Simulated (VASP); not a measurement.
Crystal: TePb.

```
Pb Te
1.0
     0.00000    3.22700    3.22700
     3.22700    0.00000    3.22700
     3.22700    3.22700    0.00000
Pb Te
1 1
Direct
  0.50000 0.50000 0.50000
  0.00000 0.00000 0.00000
```

| Item | Value |
| --- | --- |
| Program | VASP 6.6.1 |
| Task | relaxation of cell and atoms |
| Functional | PBE |
| Potentials or basis | VASP PAW PBE potentials, release 64 (Pb_d, Te) |
| Cutoff | 600 eV |
| k mesh | 8 × 8 × 8 |
| Occupations | gaussian, width 0.02 eV |
| Spin | no spin polarisation |

At the start: pressure 2.3 GPa; volume 33.60 Å³/atom.

Where does the relaxation end?

Over 3 steps the energy falls by 12.4 meV/atom and the volume is 35.42 Å³/atom (+5.4 %); space group Fm-3m (No. 225, to 0.1 Å) before and after.

The path:
| step | energy change (eV) | largest force (eV/Å) | pressure (GPa) | volume (Å³) |
| --- | --- | --- | --- | --- |
| 1 | 0.0000 | 0.0000 | 2.28 | 67.21 |
| 2 | -0.0227 | 0.0000 | -0.59 | 71.97 |
| 3 | -0.0248 | 0.0000 | 0.00 | 70.84 |

Final structure:
```cif
data_structure
_symmetry_space_group_name_H-M 'P 1'
_symmetry_Int_Tables_number 1
_cell_length_a 4.6445
_cell_length_b 4.6445
_cell_length_c 4.6445
_cell_angle_alpha 60.000
_cell_angle_beta 60.000
_cell_angle_gamma 60.000
_cell_volume 70.84
loop_
_atom_site_label
_atom_site_type_symbol
_atom_site_fract_x
_atom_site_fract_y
_atom_site_fract_z
_atom_site_occupancy
Pb1 Pb 0.50000 0.50000 0.50000 1
Te1 Te 0.00000 0.00000 0.00000 1
```
